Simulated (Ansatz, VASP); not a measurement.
Ta2B2O: VASP beside Ansatz

```
Ta B O
1.0
    -1.41743    1.41743    6.69551
     1.41743   -1.41743    6.69551
     1.41743    1.41743   -6.69551
Ta B O
2 2 1
Direct
  0.38720 0.38720 0.00000
  0.61280 0.61280 0.00000
  0.75000 0.25000 0.50000
  0.25000 0.75000 0.50000
  0.00000 0.00000 0.00000
```

Change from the starting cell: species swapped into the YbCr2Si2 type (I4/mmm, No. 139).

Alike in both runs: functional PBE; k mesh 8 × 8 × 8; occupations gaussian, width 0.1 eV; no spin polarisation.

Ansatz relaxed the structure, and its values are those at the end. VASP's run is a single point on that final structure, the one shown.

```csv
,VASP,Ansatz
version,VASP 6.6.1,Ansatz 0.2.0
potentials or method,"VASP PAW PBE potentials, release 64 (Ta_pv, B, O), cutoff 520 eV","scalar-relativistic, plane waves, PAW"
valence electrons in the cell,34,38
```

|  | VASP | Ansatz | Ansatz less VASP |
| --- | --- | --- | --- |
| gap on the k mesh at the Fermi level (eV) | none | none | - |
| pressure (GPa) | 0.2 | -0.1 | -0.27 |
| rms of the force components (eV/Å) | 0.003 | 0.002 | -0.0013 |

A gap of «none» marks a metal or a gap that the smearing closes. VASP's potentials hold 34 valence electrons a cell and Ansatz's 38, so a difference there can come from the potentials and not from the codes.

The k mesh is coarse, so the values compare programs but aren't converged. Neither program's run includes spin-orbit coupling.
